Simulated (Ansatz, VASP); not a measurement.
## B2SbI3: VASP beside Ansatz

File INCAR:

```
  PREC = Accurate
  ENCUT = 520
  EDIFF = 1E-6
  ISMEAR = 0
  SIGMA = 0.1
  LREAL = F
  LASPH = T
  NELM = 60
  ALGO = Normal
  ISIF = 2
  LWAVE = F
  LCHARG = F
  GGA = PE
  NBANDS = 25
```

The input KPOINTS:

```
Automatic mesh
0
Gamma
  4 4 2
```

POSCAR

```
B2SbI3
1.0
    5.2018275400      0.0000000000      0.0000000000
    0.0000000000      5.2018275400      0.0000000000
    0.0000000000      0.0000000000      7.8395389600
B Sb I
2 1 3
Direct
    0.0000000000      0.5000000000      0.0000000000
    0.5000000000      0.0000000000      0.0000000000
    0.0000000000      0.0000000000      0.5000000000
    0.5000000000      0.5000000000      0.0000000000
    0.0000000000      0.0000000000      0.1989991000
    0.0000000000      0.0000000000      0.8010009000
```

Input for Ansatz:

```yaml
crystal:
  lattice:
    - [5.20182754, 0.0, 0.0]
    - [0.0, 5.20182754, 0.0]
    - [0.0, 0.0, 7.83953896]
  atoms:
    - { symbol: B, position: [0.0, 0.5, 0.0] }
    - { symbol: B, position: [0.5, 0.0, 0.0] }
    - { symbol: Sb, position: [0.0, 0.0, 0.5] }
    - { symbol: I, position: [0.5, 0.5, 0.0] }
    - { symbol: I, position: [0.0, 0.0, 0.1989991] }
    - { symbol: I, position: [0.0, 0.0, 0.8010009] }
basis:
  ecutwfc: 420
kpoints:
  mp_grid: { grid: [4, 4, 2] }
hamiltonian:
  xc: pbe
scf:
  occupations: { method: gaussian, width: 0.1 }
  lower_state_search: "off"
output:
  forces: true
  stress: true
  eigenvalues: true
```

Alike in both runs: task single point; functional PBE; k mesh 4 × 4 × 2; occupations gaussian, width 0.1 eV; no spin polarisation.

```csv
,VASP,Ansatz
version,VASP 6.6.1,Ansatz 0.2.0
potentials or method,"VASP PAW PBE potentials, release 64 (B, Sb, I), cutoff 520 eV","scalar-relativistic, plane waves, PAW"
valence electrons in the cell,32,72
```

VASP gave:

```
gap on the k mesh at the Fermi level (eV)                     : none
pressure (GPa)                                                : 8.3
traceless stress, the component that is largest in VASP (GPa) : 17.66
rms of the force components (eV/Å)                            : 2.502
```

Problem. Which values does Ansatz return?

Solution. gap on the k mesh at the Fermi level (eV): none; pressure (GPa): 8.2; traceless stress, the component that is largest in VASP (GPa): 17.40; rms of the force components (eV/Å): 2.464.

Atom by atom the forces differ by 0.038 eV/Å (rms over components). A gap of «none» marks a metal or a gap that the smearing closes. The functional is the same, so the differences come from potentials, cutoffs and numerics. VASP's potentials hold 32 valence electrons a cell and Ansatz's 72, so a difference there can come from the potentials and not from the codes.

The k mesh is coarse, so the values compare programs but aren't converged. Spin-orbit coupling is off throughout.
